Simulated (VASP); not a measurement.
# MoS2 (P6_3/mmc) in VASP: a series of runs, part 2 of 2

VASP 6.6.1. The steps go on from the part before.

**3. Single point, SVWN5**

This run uses another cell than the first one, of 16.98 Å³/atom, 1.011 times its volume.

File INCAR:

```
ALGO     = Normal         # electronic algorithm
EDIFF    = 1E-7           # SCF threshold, eV
ENCUT    = 520            # plane-wave cutoff, eV
GGA      = VW             # functional
ISIF     = 2              # what is computed and relaxed
ISMEAR   = -1             # smearing method
LASPH    = T              # aspherical terms in the spheres
LCHARG   = F              # write CHGCAR
LREAL    = F              # projectors in reciprocal space
LWAVE    = F              # write WAVECAR
NBANDS   = 35             # bands
NELM     = 80             # most SCF steps
PREC     = Accurate       # precision mode
SIGMA    = 0.05           # smearing width, eV
```

File KPOINTS:

```
k-points
0
Gamma
  10 10 3
```

File POSCAR:

```
MoS2
1.0
    3.1214304883      0.0000000000      0.0000000000
   -1.5607152441      2.7032380990      0.0000000000
    0.0000000000      0.0000000000     12.0723797232
Mo S
2 4
Direct
    0.6666666667      0.3333333333      0.7500000000
    0.3333333333      0.6666666667      0.2500000000
    0.6666666667      0.3333333333      0.3787247684
    0.3333333333      0.6666666667      0.8787247684
    0.6666666667      0.3333333333      0.1212752316
    0.3333333333      0.6666666667      0.6212752316
```

Potentials or basis: VASP PAW PBE potentials, release 64 (Mo_sv, S).

Launch:

```bash
$ cat potpaw_PBE.64/Mo_sv/POTCAR potpaw_PBE.64/S/POTCAR > POTCAR
$ mpirun -np 1 vasp_std > vasp.out
```

OUTCAR:

```text
EDIFF = 1E-7
   ENCUT = 520
   GGA = VW
   ISIF = 2
   ISMEAR = -1
   LASPH = T
   LREAL = F
   NELM = 80
   PREC = Accurate

 ion  position               nearest neighbor table
   1  0.667  0.333  0.750-   4 2.38   6 2.38   4 2.38   6 2.38   4 2.38   6 2.38
   2  0.333  0.667  0.250-   3 2.38   5 2.38   3 2.38   5 2.38   3 2.38   5 2.38
   3  0.667  0.333  0.379-   2 2.38   2 2.38   2 2.38
   4  0.333  0.667  0.879-   1 2.38   1 2.38   1 2.38
   5  0.667  0.333  0.121-   2 2.38   2 2.38   2 2.38
   6  0.333  0.667  0.621-   1 2.38   1 2.38   1 2.38

  LATTYP: Found a hexagonal cell.
 ALAT       =     3.1214304883
 C/A-ratio  =     3.8675792296

  Lattice vectors:

 A1 = (   3.1214304883,   0.0000000000,   0.0000000000)
 A2 = (  -1.5607152441,   2.7032380990,   0.0000000000)
 A3 = (   0.0000000000,   0.0000000000,  12.0723797232)

Analysis of symmetry for initial positions (statically):
=====================================================================
 Subroutine PRICEL returns:
 Original cell was already a primitive cell.

 Routine SETGRP: Setting up the symmetry group for a
 hexagonal supercell.

 Subroutine GETGRP returns: Found 24 space group operations
 (whereof 12 operations were pure point group operations)
 out of a pool of 24 trial point group operations.

The static configuration has the point symmetry D_3d.
 The point group associated with its full space group is D_6h.

Analysis of symmetry for dynamics (positions and initial velocities):
=====================================================================
 Subroutine PRICEL returns:
 Original cell was already a primitive cell.

 Routine SETGRP: Setting up the symmetry group for a
 hexagonal supercell.

[... 124 lines left out ...]
   NELECT =      52.0000    total number of electrons
   NUPDOWN=      -1.0000    fix difference up-down
   EMIN   =  10.00;   EMAX   =-10.00  energy-range for DOS
   EFERMI =   0.00;   METHOD = LEGACY
   ISMEAR =    -1;   SIGMA  =   0.05  broadening in eV -4-tet -1-fermi 0-gaus
   EFERMI_NEDOS =   21; number of points for ismear=-14 and -15
   IALGO  =     38    algorithm
   IMIX   =      4    mixing-type and parameters
     AMIX     =   0.40;   BMIX     =  1.00
     AMIX_MAG =   1.60;   BMIX_MAG =  1.00
  volume/ion in A,a.u.               =      16.98       114.57
  Fermi-wavevector in a.u.,A,eV,Ry     =   1.308375  2.472471 23.291077  1.711846
  Thomas-Fermi vector in A             =   2.439046
   LORBIT       =      0    0 simple, 1 ext, 2 COOP (PROOUT), +10 PAW based schemes
   GGA     = VW    functional components
   LHFCALC =     F    Hartree Fock is set to
   AEXX    =    0.0000 exact exchange contribution
   IVDW    =     0    specifies the selected vdW correction
   LEPSILON=     F    determine dielectric tensor
   LRPA    =     F    only Hartree local field effects (RPA)
 non-spin polarized calculation
  energy-cutoff  :      520.00
  volume of cell :      101.87
 maximum number of plane-waves:      2766
 NGX is ok and might be reduce to    24
   NGX = 11   NGY = 11   NGZ = 45

 number of electron      52.0000004 magnetization

 Free energy of the ion-electron system (eV)
  ---------------------------------------------------
  ext. energy  EPLUGINS =         0.00000000
  ---------------------------------------------------
  free energy    TOTEN  =       -49.09657831 eV

  energy without entropy =      -49.09657043  energy(sigma->0) =      -49.09657437

 E-fermi :   8.3267     XC(G=0): -11.3865

 val. band max:        7.9852915901   @ k =   0.0000   0.0000   0.0000
 cond. band min:       8.7613961316   @ k =   0.2000   0.2000   0.0000
 fundamental gap:      0.7761045415
 Fermi energy:         8.3267392268

 k-point     1 :       0.0000    0.0000    0.0000
  band No.  band energies     occupation
      1     -53.3998      2.00000
      2     -53.3998      2.00000
      3     -27.6622      2.00000
      4     -27.6620      2.00000
      5     -27.3727      2.00000
      6     -27.3727      2.00000
[... 901 lines left out ...]
     34      11.8193      0.00000
     35      13.8076      0.00000

 [... further k-points ...]
[... 5 lines left out ...]
  --------------------------------------------------------------------------------------
  -------------------------------------------------------------------------------------
  Total        0.1307536      0.1307536      0.1432783      0.0000000     -0.0000000      0.0000000
  in kB        2.0565218      2.0565218      2.2535127      0.0000000     -0.0000000      0.0000000
  external PRESSURE =       2.1221854 kB  Pullay stress =       0.0000000 kB

 VOLUME and BASIS-vectors are now :
 -----------------------------------------------------------------------------
  energy-cutoff  :      520.00
  volume of cell :      101.87
      direct lattice vectors                 reciprocal lattice vectors
     3.121430488  0.000000000  0.000000000     0.320365936  0.184963359  0.000000000
    -1.560715244  2.703238099  0.000000000     0.000000000  0.369926719  0.000000000
     0.000000000  0.000000000 12.072379723     0.000000000  0.000000000  0.082833710

 POSITION                                       TOTAL-FORCE (eV/Angst)
 -----------------------------------------------------------------------------------
      1.56072      0.90108      9.05428         0.000000      0.000000     -0.000000
     -0.00000      1.80216      3.01809        -0.000000     -0.000000     -0.000000
      1.56072      0.90108      4.57211        -0.000000      0.000000      0.022207
     -0.00000      1.80216     10.60830         0.000000     -0.000000      0.022207
      1.56072      0.90108      1.46408        -0.000000      0.000000     -0.022207
     -0.00000      1.80216      7.50027         0.000000     -0.000000     -0.022207
 -----------------------------------------------------------------------------------
    total drift:                               -0.000000      0.000000     -0.000000

  FREE ENERGIE OF THE ION-ELECTRON SYSTEM (eV)
  ---------------------------------------------------
  free  energy   TOTEN  =       -49.0965783092 eV

  energy  without entropy=      -49.0965704269  energy(sigma->0) =      -49.09657437
```

OSZICAR:

```text
N       E                     dE             d eps       ncg     rms          rms(c)
DAV:   1     0.443863781662E+03    0.44386E+03   -0.29416E+04  2136   0.142E+03
DAV:   2    -0.286895334524E+02   -0.47255E+03   -0.45701E+03  2349   0.373E+02
DAV:   3    -0.515324380312E+02   -0.22843E+02   -0.22405E+02  2394   0.744E+01
DAV:   4    -0.519828612254E+02   -0.45042E+00   -0.44852E+00  2335   0.105E+01
DAV:   5    -0.519903758133E+02   -0.75146E-02   -0.75131E-02  2307   0.141E+00    0.379E+01
DAV:   6    -0.498039474142E+02    0.21864E+01   -0.11003E+01  2131   0.213E+01    0.121E+01
DAV:   7    -0.494821472660E+02    0.32180E+00   -0.51832E+00  2072   0.140E+01    0.860E+00
DAV:   8    -0.490993605762E+02    0.38279E+00   -0.80092E-01  2131   0.603E+00    0.319E+00
DAV:   9    -0.491045923895E+02   -0.52318E-02   -0.11568E-01  2305   0.166E+00    0.128E+00
DAV:  10    -0.490967645602E+02    0.78278E-02   -0.32880E-02  2188   0.121E+00    0.344E-01
DAV:  11    -0.490966859771E+02    0.78583E-04   -0.18546E-03  2185   0.243E-01    0.149E-01
DAV:  12    -0.490966002655E+02    0.85712E-04   -0.19063E-04  2180   0.720E-02    0.110E-01
DAV:  13    -0.490965789038E+02    0.21362E-04   -0.15147E-04  2247   0.608E-02    0.172E-02
DAV:  14    -0.490965786972E+02    0.20653E-06   -0.12032E-05  2127   0.198E-02    0.279E-02
DAV:  15    -0.490965785371E+02    0.16014E-06   -0.71018E-07  2072   0.429E-03    0.101E-02
DAV:  16    -0.490965783078E+02    0.22930E-06   -0.65951E-07  2156   0.532E-03    0.225E-03
DAV:  17    -0.490965783092E+02   -0.14061E-08   -0.40285E-08  1220   0.113E-03
   1 F= -.49096578E+02 E0= -.49096574E+02  d E =-.788229E-05
```

Run time: 50 s. Hardware: 1 thread of Intel Xeon 6975P-C (Granite Rapids), shared host; peak memory 0.22 GiB.

Results:

```
Free energy            : -49.0966 eV
Pressure               : 0.2 GPa
Largest force          : 0.022 eV/Å
Band gap on the k mesh : 0.78 eV, indirect (least direct gap 1.98 eV)
```

Forces on the atoms (eV/Å):
```
Mo   0.000  0.000  0.000
Mo   0.000  0.000  0.000
S    0.000  0.000  0.022
S    0.000  0.000  0.022
S    0.000  0.000 -0.022
S    0.000  0.000 -0.022
```

Caveat: the PAW data sets were made with another functional, which shifts forces and pressure a little.

**4. Single point, PBE**

This run uses another cell than the first one, of 17.15 Å³/atom, 1.021 times its volume.

File INCAR:

```
SYSTEM = MoS2
PREC = Accurate
ENCUT = 520
EDIFF = 1E-6
ISMEAR = -1
SIGMA = 0.05
LREAL = .FALSE.
LASPH = .TRUE.
NELM = 60
ALGO = Normal
ISIF = 2
LWAVE = .FALSE.
LCHARG = .FALSE.
GGA = PE
NBANDS = 35
```

File KPOINTS:

```
regular mesh
0
G
  10 10 3
  0 0 0
```

File POSCAR:

```
MoS2
1.0
    3.1261704254      0.0000000000      0.0000000000
   -1.5630852127      2.7073430050      0.0000000000
    0.0000000000      0.0000000000     12.1574390416
Mo S
2 4
Direct
    0.6666666667      0.3333333333      0.7500000000
    0.3333333333      0.6666666667      0.2500000000
    0.6666666667      0.3333333333      0.3770000000
    0.3333333333      0.6666666667      0.8770000000
    0.6666666667      0.3333333333      0.1230000000
    0.3333333333      0.6666666667      0.6230000000
```

Launch:

```bash
$ cat potpaw_PBE.64/Mo_sv/POTCAR potpaw_PBE.64/S/POTCAR > POTCAR
$ mpirun -np 1 vasp_std > vasp.out
```

It took 48 s on 1 thread of Intel Xeon 6975P-C (Granite Rapids), shared host; peak memory 0.25 GiB.

It converged, with:

```yaml
Free_energy: -43.4755 eV
Pressure: 8.6 GPa
Largest_force: 0.604 eV/Å
Band_gap_on_the_k_mesh: 0.90 eV, indirect (least direct gap 1.98 eV)
```

Forces in eV/Å, atoms in the order of the input:
```
Mo   0.000  0.000  0.000
Mo   0.000  0.000  0.000
S    0.000  0.000  0.604
S    0.000  0.000  0.604
S    0.000  0.000 -0.604
S    0.000  0.000 -0.604
```

Stress tensor (GPa, compression positive):
```
8.24 0.00 0.00
0.00 8.24 0.00
0.00 0.00 9.32
```

Levels at points of the mesh, in eV from the valence-band top:
```csv
k point,band 23,band 24,band 25,band 26,band 27,band 28,band 29,band 30
"(0.00, 0.00, 0.00)",-2.24,-1.28,-1.22,0.00,2.16,2.16,2.19,2.19
"(0.50, 0.00, 0.00)",-1.79,-1.57,-1.50,-1.37,1.68,1.73,2.08,2.38
```

Caveat: this functional lacks dispersion, which binds the layers, so the pressure and a relaxed spacing across them are unreliable.

**5. Single point, PBE**

This run uses another cell than the first one, of 17.51 Å³/atom, 1.043 times its volume.

File INCAR:

```
PREC = Accurate
ENCUT = 520
EDIFF = 1E-6
ISMEAR = -1
SIGMA = 0.05
LREAL = False
LASPH = True
NELM = 100
ALGO = Normal
ISIF = 2
LWAVE = False
LCHARG = False
GGA = PE
NBANDS = 35
```

File KPOINTS:

```
regular mesh
0
Gamma
  10 10 3
```

Changes to POSCAR since step 4:

```diff
@@ -2,5 +2,5 @@
 1.0
-    3.1261704254      0.0000000000      0.0000000000
-   -1.5630852127      2.7073430050      0.0000000000
-    0.0000000000      0.0000000000     12.1574390416
+    3.1477309028      0.0000000000      0.0000000000
+   -1.5738654514      2.7260149261      0.0000000000
+    0.0000000000      0.0000000000     12.2412860984
 Mo S
```

Launch:

```bash
$ cat potpaw_PBE.64/Mo_sv/POTCAR potpaw_PBE.64/S/POTCAR > POTCAR
$ mpirun -np 1 vasp_std > vasp.out
```

Run time: 54 s. Hardware: 1 thread of Intel Xeon 6975P-C (Granite Rapids), shared host; peak memory 0.25 GiB.

Results (log left out):

| Item | Value |
| --- | --- |
| Free energy | -43.5674 eV |
| Pressure | 5.0 GPa |
| Largest force | 0.250 eV/Å |
| Band gap on the k mesh | 0.92 eV, indirect (least direct gap 1.92 eV) |

Forces in eV/Å, atoms in the order of the input:
```
Mo   0.000  0.000  0.000
Mo   0.000  0.000  0.000
S    0.000  0.000  0.250
S    0.000  0.000  0.250
S    0.000  0.000 -0.250
S    0.000  0.000 -0.250
```

Stress tensor (GPa, compression positive):
```
4.81 0.00 0.00
0.00 4.81 0.00
0.00 0.00 5.52
```

Levels at points of the mesh, in eV from the valence-band top:
| k point | band 23 | band 24 | band 25 | band 26 | band 27 | band 28 | band 29 | band 30 |
| --- | --- | --- | --- | --- | --- | --- | --- | --- |
| (0.00, 0.00, 0.00) | -2.18 | -1.21 | -1.20 | 0.00 | 2.14 | 2.14 | 2.16 | 2.16 |
| (0.50, 0.00, 0.00) | -1.75 | -1.55 | -1.44 | -1.32 | 1.64 | 1.69 | 2.05 | 2.33 |

Caveat: this functional lacks dispersion, which binds the layers, so the pressure and a relaxed spacing across them are unreliable.

**6. Single point, PBE**

This run uses another cell than the first one, of 18.22 Å³/atom, 1.085 times its volume.

File INCAR:

```
SYSTEM = MoS2
PREC = Accurate
ENCUT = 520
EDIFF = 1E-7
ISMEAR = -1
SIGMA = 0.05
LREAL = .FALSE.
LASPH = .TRUE.
NELM = 60
ALGO = Normal
ISIF = 2
LWAVE = .FALSE.
LCHARG = .TRUE.
GGA = PE
LELF = .TRUE.
LVHAR = .TRUE.
NBANDS = 35
```

File KPOINTS:

```
Automatic mesh
0
G
  10 10 3
  0 0 0
```

Changes to POSCAR since step 5:

```diff
@@ -2,5 +2,5 @@
 1.0
-    3.1477309028      0.0000000000      0.0000000000
-   -1.5738654514      2.7260149261      0.0000000000
-    0.0000000000      0.0000000000     12.2412860984
+    3.1899873666      0.0000000000      0.0000000000
+   -1.5949936833      2.7626100972      0.0000000000
+    0.0000000000      0.0000000000     12.4056182726
 Mo S
```

Potentials or basis: VASP PAW PBE potentials, release 64 (Mo_sv, S).

Launch:

```bash
$ cat potpaw_PBE.64/Mo_sv/POTCAR potpaw_PBE.64/S/POTCAR > POTCAR
$ mpirun -np 1 vasp_std > vasp.out
```

Wall time 60 s (1 thread of Intel Xeon 6975P-C (Granite Rapids), shared host); peak memory 0.26 GiB.

The run converged. Its results:

* Free energy: -43.6204 eV
* Pressure: -1.0 GPa
* Largest force: 0.381 eV/Å
* Band gap on the k mesh: 0.96 eV, indirect (least direct gap 1.82 eV)

Forces in eV/Å, atoms in the order of the input:
```
Mo   0.000  0.000  0.000
Mo   0.000  0.000  0.000
S    0.000  0.000 -0.381
S    0.000  0.000 -0.381
S    0.000  0.000  0.381
S    0.000  0.000  0.381
```

Levels at points of the mesh, in eV from the valence-band top:
| k point | band 24 | band 25 | band 26 | band 27 | band 28 | band 29 |
| --- | --- | --- | --- | --- | --- | --- |
| (0.00, 0.00, 0.00) | -1.17 | -1.07 | 0.00 | 2.08 | 2.08 | 2.11 |
| (0.50, 0.00, 0.00) | -1.50 | -1.34 | -1.22 | 1.58 | 1.63 | 1.98 |

Caveat: this functional lacks dispersion, which binds the layers, so the pressure and a relaxed spacing across them are unreliable.

**7. The runs side by side**

```csv
level,cell,gap on the mesh (eV),pressure (GPa),largest force (eV/Å)
PBE,"a = 3.104, b = 3.104, c = 12.072 Å, angles 90.0, 90.0, 120.0°, 6 atoms",0.88,12.6,0.99
SVWN5,"a = 3.121, b = 3.121, c = 12.072 Å, angles 90.0, 90.0, 120.0°, 6 atoms",0.78,0.2,0.02
PBE,"a = 3.126, b = 3.126, c = 12.157 Å, angles 90.0, 90.0, 120.0°, 6 atoms",0.90,8.6,0.60
PBE,"a = 3.148, b = 3.148, c = 12.241 Å, angles 90.0, 90.0, 120.0°, 6 atoms",0.92,5.0,0.25
PBE,"a = 3.190, b = 3.190, c = 12.406 Å, angles 90.0, 90.0, 120.0°, 6 atoms",0.96,-1.0,0.38
```

Alike in all rows: task single point; potentials or basis VASP PAW PBE potentials, release 64 (Mo_sv, S); no spin polarisation; k mesh 10 × 10 × 3; cutoff (eV) 520; smearing fermi-dirac 0.05 eV.

Caveats: this functional lacks dispersion, which binds the layers, so the pressure and a relaxed spacing across them are unreliable (some runs); the PAW data sets were made with another functional, which shifts forces and pressure a little (some runs).

Total energies depend on the potentials used, so only differences within one code and one set of settings carry meaning.

**8. Comparison with measurements**

Step 3. Against the measured gap of MoS2, 1.3 eV (indirect; 300 K; “Multiwavelength excitation Raman Scattering Analysis of bulk and 2 dimensional MoS2: Vibrational properties of atomically thin MoS2 layers”, 2015, arxiv:1506.03228), the calculated 0.78 eV is off by -0.52 eV. Spin-orbit coupling on Mo is left out. The value is that of SVWN5 on a finite k mesh, which can miss the band edges, without temperature or zero-point motion.

Step 6. Against the measured gap of MoS2, 1.3 eV (indirect; 300 K; “Multiwavelength excitation Raman Scattering Analysis of bulk and 2 dimensional MoS2: Vibrational properties of atomically thin MoS2 layers”, 2015, arxiv:1506.03228), the calculated 0.96 eV is off by -0.34 eV. Spin-orbit coupling on Mo is left out. The value is that of PBE on a finite k mesh, which can miss the band edges, without temperature or zero-point motion. Semilocal functionals fall short of measured gaps as a rule.
